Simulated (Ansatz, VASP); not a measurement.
# One calculation of BeHO2, two programs

```
Be O H
1.0
     4.12640    0.00000    0.00000
     0.00000    8.83318    0.00000
     0.00000    0.00000    2.66749
Be O H
4 8 4
Direct
  0.04510 0.85540 0.25000
  0.95490 0.14460 0.75000
  0.54510 0.64460 0.75000
  0.45490 0.35540 0.25000
  0.71200 0.19890 0.25000
  0.28800 0.80110 0.75000
  0.21200 0.30110 0.75000
  0.78800 0.69890 0.25000
  0.19700 0.05320 0.25000
  0.80300 0.94680 0.75000
  0.69700 0.44680 0.75000
  0.30300 0.55320 0.25000
  0.40950 0.08760 0.25000
  0.59050 0.91240 0.75000
  0.90950 0.41240 0.75000
  0.09050 0.58760 0.25000
```

Alike in both runs: task single point; functional r2SCAN; k mesh 7 × 3 × 10; no spin polarisation.

|  | VASP | Ansatz |
| --- | --- | --- |
| version | VASP 6.6.1 | Ansatz 0.2.0 |
| potentials or method | VASP PAW PBE potentials, release 64 (Be, O, H), cutoff 520 eV | PAW plane waves |
| occupations | fermi-dirac, width 0.1 eV | fermi-dirac |
| valence electrons in the cell | 60 | 60 |

|  | VASP | Ansatz | Ansatz less VASP |
| --- | --- | --- | --- |
| pressure (GPa) | 11.7 | 11.1 | -0.59 |
| traceless stress, the component that is largest in VASP (GPa) | 20.21 | 19.38 | -0.836 |
| rms of the force components (eV/Å) | 1.247 | 1.164 | -0.0837 |

VASP's potentials were made for PBE, not for r2SCAN. Atom by atom the forces differ by 0.088 eV/Å (rms over components).
